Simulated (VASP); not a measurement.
# Cu12HF in VASP: further runs

The runs below take Cu12HF through single point, with PBE+D3(BJ).

Everything below comes from runs of VASP 6.6.1. Logs are shortened: lines on timing, memory, paths and dates and some standing lists are left out, and cuts for length are marked.

## 1. The cell of the first run

The cell holds a slab with vacuum, 14 atoms: a = 5.105 Å, b = 5.105 Å, c = 17.168 Å, α = 90.00°, β = 90.00°, γ = 60.00°.

## 2. Single point, PBE+D3(BJ)

File INCAR:

```
PREC = Accurate ; ENCUT = 520
EDIFF = 1E-6 ; ISMEAR = -1
SIGMA = 0.15 ; LREAL = False
LASPH = True ; NELM = 80
ALGO = Normal ; ISIF = 2
LWAVE = False ; LCHARG = False
GGA = PE ; IVDW = 12
NBANDS = 83
```

File KPOINTS:

```
regular mesh
0
Gamma
  4 4 1
```

File POSCAR:

```
Cu12HF
1.0
    5.1053110000      0.0000000000      0.0000000000
    2.5526550000      4.4213290000      0.0000000000
    0.0000000000      0.0000000000     17.1684690000
Cu F H
12 1 1
Direct
    0.1666667508      0.1666666290      0.0582463119
    0.6666666529      0.1666666290      0.0582463119
    0.1666665963      0.6666667421      0.0582463119
    0.6666666943      0.6666667421      0.0582463119
   -0.1659687375      0.3331613639      0.1771520221
    0.3330928483      0.3332692500      0.1771746217
   -0.1661882011      0.8331750476      0.1773400995
    0.3334358154      0.8339558083      0.1772248300
    0.0011552670     -0.0005891894      0.2962375970
    0.5010389712      0.0005489300      0.2964501377
    0.0003212132      0.4997612709      0.2964633014
    0.4997938555      0.5002183733      0.2953613394
    0.9016787233      0.1342718445      0.4583628861
    0.7315613743      0.2571012019      0.4269167507
```

Potentials or basis: VASP PAW PBE potentials, release 64 (Cu, F, H).

Command:

```console
> cat potpaw_PBE.64/Cu/POTCAR potpaw_PBE.64/F/POTCAR potpaw_PBE.64/H/POTCAR > POTCAR
> mpirun -np 1 vasp_std > vasp.out
```

OUTCAR:

```text
PREC = Accurate
   ENCUT = 520
   EDIFF = 1E-6
   ISMEAR = -1
   LREAL = False
   LASPH = True
   NELM = 80
   ISIF = 2
   GGA = PE
   IVDW = 12
 IVDW          = 12

 ion  position               nearest neighbor table
   1  0.167  0.167  0.058-   5 2.52   8 2.52   6 2.52   2 2.55   3 2.55   4 2.55   3 2.55   2 2.55
                             4 2.55
   2  0.667  0.167  0.058-   6 2.52   5 2.52   7 2.52   4 2.55   1 2.55   3 2.55   1 2.55   4 2.55
                             3 2.55
   3  0.167  0.667  0.058-   6 2.52   7 2.52   8 2.52   4 2.55   2 2.55   1 2.55   1 2.55   4 2.55
                             2 2.55
   4  0.667  0.667  0.058-   5 2.52   8 2.52   7 2.52   2 2.55   3 2.55   1 2.55   3 2.55   1 2.55
                             2 2.55
   5  0.834  0.333  0.177-  12 2.51   1 2.52   4 2.52   2 2.52   9 2.52  11 2.52   6 2.55   8 2.55
                             7 2.55   7 2.55   8 2.56   6 2.56
   6  0.333  0.333  0.177-  12 2.51   1 2.52   3 2.52   2 2.52  10 2.52  11 2.52   5 2.55   8 2.55
                             7 2.55   7 2.55   8 2.56   5 2.56
   7  0.834  0.833  0.177-   9 2.52   3 2.52  10 2.52   2 2.52  11 2.52   4 2.52   6 2.55   5 2.55
                             8 2.55   8 2.55   5 2.55   6 2.55
   8  0.333  0.834  0.177-  12 2.51   9 2.52   1 2.52   4 2.52   3 2.52  10 2.52   6 2.55   5 2.55
                             7 2.55   7 2.55   5 2.56   6 2.56
   9  0.001  0.999  0.296-   8 2.52   7 2.52   5 2.52  12 2.55  10 2.55  11 2.55  11 2.55  10 2.55
                            12 2.56
  10  0.501  0.001  0.296-   7 2.52   6 2.52   8 2.52  12 2.55   9 2.55  11 2.55  11 2.55   9 2.55
                            12 2.56
  11  0.000  0.500  0.296-   7 2.52   6 2.52   5 2.52  12 2.55   9 2.55  10 2.55  10 2.55   9 2.55
                            12 2.55
  12  0.500  0.500  0.295-   8 2.51   6 2.51   5 2.51   9 2.55  10 2.55  11 2.55  11 2.55  10 2.56
                             9 2.56
  13  0.902  0.134  0.458-  14 0.95
  14  0.732  0.257  0.427-  13 0.95

  LATTYP: Found a hexagonal cell.
 ALAT       =     5.1053107325
 C/A-ratio  =     3.3628646520

  Lattice vectors:

 A1 = (  -2.5526550000,  -4.4213290000,   0.0000000000)
 A2 = (   5.1053110000,   0.0000000000,   0.0000000000)
 A3 = (   0.0000000000,   0.0000000000,  17.1684690000)

Analysis of symmetry for initial positions (statically):
=====================================================================
 Subroutine PRICEL returns:
 Original cell was already a primitive cell.

 Routine SETGRP: Setting up the symmetry group for a
 hexagonal supercell.

 Subroutine GETGRP returns: Found  1 space group operations
 (whereof  1 operations were pure point group operations)
 out of a pool of 24 trial point group operations.

The static configuration has the point symmetry C_1 .

Analysis of symmetry for dynamics (positions and initial velocities):
=====================================================================
 Subroutine PRICEL returns:
 Original cell was already a primitive cell.

 Routine SETGRP: Setting up the symmetry group for a
 hexagonal supercell.

 Subroutine GETGRP returns: Found  1 space group operations
 (whereof  1 operations were pure point group operations)
 out of a pool of 24 trial point group operations.

The dynamic configuration has the point symmetry C_1 .

 Subroutine INISYM returns: Found  1 space group operations
 (whereof  1 operations are pure point group operations),
 and found     1 'primitive' translations

----------------------------------------------------------------------------------------

                                     Primitive cell

  volume of cell :     387.5311

  direct lattice vectors                    reciprocal lattice vectors
     5.105311000  0.000000000  0.000000000     0.195874453 -0.113088147  0.000000000
     2.552655000  4.421329000  0.000000000     0.000000000  0.226176337  0.000000000
     0.000000000  0.000000000 17.168469000     0.000000000  0.000000000  0.058246312

  length of vectors
     5.105311000  5.105310732 17.168469000     0.226176326  0.226176337  0.058246312

  position of ions in fractional coordinates (direct lattice)
     0.166666751  0.166666629  0.058246312
     0.666666653  0.166666629  0.058246312
     0.166666596  0.666666742  0.058246312
     0.666666694  0.666666742  0.058246312
     0.834031262  0.333161364  0.177152022
     0.333092848  0.333269250  0.177174622
     0.833811799  0.833175048  0.177340100
     0.333435815  0.833955808  0.177224830
     0.001155267  0.999410811  0.296237597
     0.501038971  0.000548930  0.296450138
[... 42 lines left out ...]

 Subroutine IBZKPT returns following result:
 ===========================================

 Found     10 irreducible k-points:

 Following reciprocal coordinates:
            Coordinates               Weight
  0.000000  0.000000  0.000000      1.000000
  0.250000  0.000000  0.000000      2.000000
  0.250000  0.250000  0.000000      2.000000
  0.000000  0.250000  0.000000      2.000000
  0.500000  0.000000  0.000000      1.000000
  0.500000  0.500000  0.000000      1.000000
  0.000000  0.500000  0.000000      1.000000
  0.500000  0.250000  0.000000      2.000000
  0.250000  0.500000  0.000000      2.000000
 -0.250000  0.250000  0.000000      2.000000
   k-points           NKPTS =     10   k-points in BZ     NKDIM =     10   number of bands    NBANDS=     83
   number of dos      NEDOS =    301   number of ions     NIONS =     14
   total plane-waves  NPLWV = 204800
   dimension x,y,z NGX =    40 NGY =   40 NGZ =  128
   dimension x,y,z NGXF=    80 NGYF=   80 NGZF=  256
   ions per type =              12   1   1
   NGX,Y,Z   is equivalent  to a cutoff of  13.03, 13.03, 12.39 a.u.
   NGXF,Y,Z  is equivalent  to a cutoff of  26.05, 26.05, 24.79 a.u.
 SYSTEM =  unknown system
   PREC   = accura    normal or accurate (medium, high low for compatibility)
   ISTART =      0    job   : 0-new  1-cont  2-samecut
   ICHARG =      2    charge: 1-file 2-atom 10-const
   ISPIN  =      1    spin polarized calculation?
   LNONCOLLINEAR =      F non collinear calculations
   LSORBIT =      F    spin-orbit coupling
   LASPH  =      T    aspherical Exc in radial PAW
   ENCUT  =  520.0 eV  38.22 Ry    6.18 a.u.   9.49  9.49 31.92*2*pi/ulx,y,z
   NELM   =     80;   NELMIN=  2; NELMDL= -5     # of ELM steps
   EDIFF  = 0.1E-05   stopping-criterion for ELM
   LREAL  =      F    real-space projection
   EDIFFG = 0.1E-04   stopping-criterion for IOM
   NSW    =      0    number of steps for IOM
   IBRION =     -1    ionic relax: 0-MD 1-quasi-New 2-CG
   NFREE  =      0    steps in history (QN), initial steepest desc. (CG)
   ISIF   =      2    stress and relaxation
   ISYM   =      2    0-nonsym 1-usesym 2-fastsym
   POTIM  = 0.5000    time-step for ionic-motion
   TEBEG  =    0.0;   TEEND  =   0.0 temperature during run
   PSTRESS=    0.0 pullay stress
   NELECT =     140.0000    total number of electrons
   NUPDOWN=      -1.0000    fix difference up-down
   EMIN   =  10.00;   EMAX   =-10.00  energy-range for DOS
   EFERMI =   0.00;   METHOD = LEGACY
   ISMEAR =    -1;   SIGMA  =   0.15  broadening in eV -4-tet -1-fermi 0-gaus
   EFERMI_NEDOS =   21; number of points for ismear=-14 and -15
   IALGO  =     38    algorithm
   IMIX   =      4    mixing-type and parameters
     AMIX     =   0.40;   BMIX     =  1.00
     AMIX_MAG =   1.60;   BMIX_MAG =  1.00
  volume/ion in A,a.u.               =      27.68       186.80
  Fermi-wavevector in a.u.,A,eV,Ry     =   1.165955  2.203336 18.496470  1.359452
  Thomas-Fermi vector in A             =   2.302475
   LORBIT       =      0    0 simple, 1 ext, 2 COOP (PROOUT), +10 PAW based schemes
   GGA     = PE    functional components
   LHFCALC =     F    Hartree Fock is set to
   AEXX    =    0.0000 exact exchange contribution
   IVDW    =    12    specifies the selected vdW correction
   LEPSILON=     F    determine dielectric tensor
   LRPA    =     F    only Hartree local field effects (RPA)
 non-spin polarized calculation
  energy-cutoff  :      520.00
  volume of cell :      387.53
 maximum number of plane-waves:     10467
 NGX is ok and might be reduce to    40
   NGX = 19   NGY = 19   NGZ = 63

 number of electron     140.0000015 magnetization

 Free energy of the ion-electron system (eV)
  ---------------------------------------------------
  ext. energy  EPLUGINS =         0.00000000
  ---------------------------------------------------
  free energy    TOTEN  =       -49.12891915 eV

  energy without entropy =      -48.71967530  energy(sigma->0) =      -48.92429722

 E-fermi :  -0.2921     XC(G=0):  -6.0832

 val. band max:       -0.3105187612   @ k =   0.5000   0.0000   0.0000
 cond. band min:      -0.2798695129   @ k =   0.0000   0.0000   0.0000
 fundamental gap:      0.0306492483
 Fermi energy:        -0.2920903620

 k-point     1 :       0.0000    0.0000    0.0000
  band No.  band energies     occupation
      1     -25.1717      2.00000
      2      -9.0269      2.00000
      3      -8.5463      2.00000
      4      -6.9798      2.00000
      5      -5.5072      2.00000
      6      -5.1051      2.00000
[... 839 lines left out ...]
     81       5.4013      0.00000
     82       6.0253      0.00000
 [bands above 82 left out]

------------------------ aborting loop because EDIFF is reached ----------------------------------------

 Edisp (eV)   -4.78431

 E8    (eV) :    -2.1291

  FORCE on cell =-STRESS in cart. coord.  units (eV):
  Direction    XX          YY          ZZ          XY          YZ          ZX
  --------------------------------------------------------------------------------------
  -------------------------------------------------------------------------------------
  Total      -6.13967    -6.07698     0.13476    -0.12862    -0.12640     0.05432
  in kB     -25.38335   -25.12418     0.55715    -0.53176    -0.52256     0.22457
  external pressure =      -16.65 kB  Pullay stress =        0.00 kB

 VOLUME and BASIS-vectors are now :
 -----------------------------------------------------------------------------
  energy-cutoff  :      520.00
  volume of cell :      387.53
      direct lattice vectors                 reciprocal lattice vectors
     5.105311000  0.000000000  0.000000000     0.195874453 -0.113088147  0.000000000
     2.552655000  4.421329000  0.000000000     0.000000000  0.226176337  0.000000000
     0.000000000  0.000000000 17.168469000     0.000000000  0.000000000  0.058246312

 POSITION                                       TOTAL-FORCE (eV/Angst)
 -----------------------------------------------------------------------------------
      1.27633      0.73689      1.00000         0.003702      0.002193     -0.042643
      3.82898      0.73689      1.00000        -0.002191      0.005761     -0.005940
      2.55265      2.94755      1.00000         0.005560     -0.004513     -0.019233
      5.10531      2.94755      1.00000        -0.001522     -0.001807     -0.008112
      5.10844      1.47302      3.04143        -0.001396     -0.004458     -0.002095
      2.55126      1.47349      3.04182         0.001375     -0.001851     -0.005654
      6.38368      3.68374      3.04466         0.002823      0.003398      0.004999
      3.83109      3.68719      3.04268        -0.002936      0.003394     -0.002932
      2.55705      4.41872      5.08595         0.003887      0.001452      0.052684
      2.55936      0.00243      5.08959        -0.008195     -0.003256      0.010884
      1.27736      2.20961      5.08982        -0.000053      0.002466      0.009784
      3.82849      2.21163      5.07090        -0.001609      0.013796      0.002334
      4.94610      0.59366      7.86939         0.136482     -0.149058      0.131454
      4.39114      1.13673      7.32951        -0.135925      0.132484     -0.125531
 -----------------------------------------------------------------------------------
    total drift:                               -0.000821      0.000027      0.003476

  FREE ENERGIE OF THE ION-ELECTRON SYSTEM (eV)
  ---------------------------------------------------
  free  energy   TOTEN  =       -53.9132293456 eV

  energy  without entropy=      -53.5039854980  energy(sigma->0) =      -53.70860742
```

It took 17 min on 1 thread of Intel Xeon Platinum 8259CL at 2.50GHz (Skylake/Cascade Lake), shared host; peak memory 0.63 GiB.

What came out:

```yaml
Free_energy: -53.9132 eV
Largest_force: 0.241 eV/Å
Band_gap_on_the_k_mesh: zero (bands 70 and 71 overlap by 0.05 eV)
Dispersion_energy_per_atom: -0.342 eV
```

Forces on the atoms (eV/Å):
```
Cu   0.004  0.002 -0.043
Cu  -0.002  0.006 -0.006
Cu   0.006 -0.005 -0.019
Cu  -0.002 -0.002 -0.008
Cu  -0.001 -0.004 -0.002
Cu   0.001 -0.002 -0.006
Cu   0.003  0.003  0.005
Cu  -0.003  0.003 -0.003
Cu   0.004  0.001  0.053
Cu  -0.008 -0.003  0.011
Cu   0.000  0.002  0.010
Cu  -0.002  0.014  0.002
F    0.136 -0.149  0.131
H   -0.136  0.132 -0.126
```

With open d or f shells a metallic result of PBE can be an artefact of self-interaction; +U or a hybrid may open a gap.

## 3. Single point, PBE+D3(BJ)

File INCAR:

```
PREC     = Accurate       # precision mode
ENCUT    = 520            # plane-wave cutoff, eV
EDIFF    = 1E-7           # SCF threshold, eV
ISMEAR   = -1             # smearing method
SIGMA    = 0.15           # smearing width, eV
LREAL    = F              # projectors in reciprocal space
LASPH    = T              # aspherical terms in the spheres
NELM     = 80             # most SCF steps
ALGO     = Normal         # electronic algorithm
ISIF     = 2              # what is computed and relaxed
LWAVE    = F              # write WAVECAR
LCHARG   = F              # write CHGCAR
GGA      = PE             # functional
IVDW     = 12             # dispersion correction
NBANDS   = 83             # bands
```

KPOINTS is that of step 2.

File POSCAR:

```
Cu12HF
1.0
    5.1053110000      0.0000000000      0.0000000000
    2.5526550000      4.4213290000      0.0000000000
    0.0000000000      0.0000000000     17.1684690000
Cu F H
12 1 1
Direct
    0.1666667508      0.1666666290      0.0582463119
    0.6666666529      0.1666666290      0.0582463119
    0.1666665963      0.6666667421      0.0582463119
    0.6666666943      0.6666667421      0.0582463119
   -0.1664328066      0.3330114090      0.1771269762
    0.3325367667      0.3332735474      0.1771450326
   -0.1666542088      0.8335613568      0.1774884528
    0.3324681189      0.8344891321      0.1773300228
   -0.0005457523      0.0003691198      0.2969623558
    0.4999973616      0.0006154258      0.2966452629
   -0.0009795418      0.5002649656      0.2963109291
    0.4984383701      0.5009016520      0.2951808341
    0.9250865524      0.1759170150      0.4593644314
    0.7699736962      0.3178591776      0.4266318097
```

Potentials or basis: VASP PAW PBE potentials, release 64 (Cu, F, H).

Command:

```console
> cat potpaw_PBE.64/Cu/POTCAR potpaw_PBE.64/F/POTCAR potpaw_PBE.64/H/POTCAR > POTCAR
> mpirun -np 1 vasp_std > vasp.out
```

It took 21 min on 1 thread of Oxide Virtual Turin-like, shared host; peak memory 0.61 GiB.

Results (log left out):

| Item | Value |
| --- | --- |
| Free energy | -53.9129 eV |
| Largest force | 0.244 eV/Å |
| Band gap on the k mesh | zero (bands 70 and 71 overlap by 0.06 eV) |
| Dispersion energy per atom | -0.342 eV |

Forces on the atoms (eV/Å):
```
Cu  -0.002  0.002 -0.044
Cu  -0.002  0.004 -0.010
Cu   0.003 -0.001 -0.013
Cu  -0.003 -0.001  0.007
Cu  -0.005  0.000  0.004
Cu   0.005 -0.003  0.001
Cu  -0.001  0.006  0.003
Cu  -0.001  0.000 -0.003
Cu   0.004 -0.006  0.007
Cu  -0.009 -0.008  0.016
Cu   0.000  0.010  0.008
Cu   0.003  0.010  0.024
F    0.103 -0.174  0.137
H   -0.096  0.160 -0.137
```

Levels at points of the mesh, in eV from the Fermi level:
```csv
k point,band 66,band 67,band 68,band 69,band 70,band 71,band 72,band 73,band 74,band 75
"(0.00, 0.00, 0.00)",-1.38,-1.38,-0.03,0.01,0.02,0.03,1.14,1.15,1.17,1.58
"(0.50, 0.00, 0.00)",-1.58,-1.52,-1.51,-0.02,-0.02,0.30,0.44,1.14,1.16,2.81
"(0.50, 0.50, 0.00)",-1.58,-1.51,-1.51,-0.02,-0.02,0.34,0.39,1.13,1.16,2.82
"(0.00, 0.50, 0.00)",-1.58,-1.51,-1.51,-0.02,-0.02,0.29,0.44,1.14,1.16,2.81
```

With open d or f shells a metallic result of PBE can be an artefact of self-interaction; +U or a hybrid may open a gap.
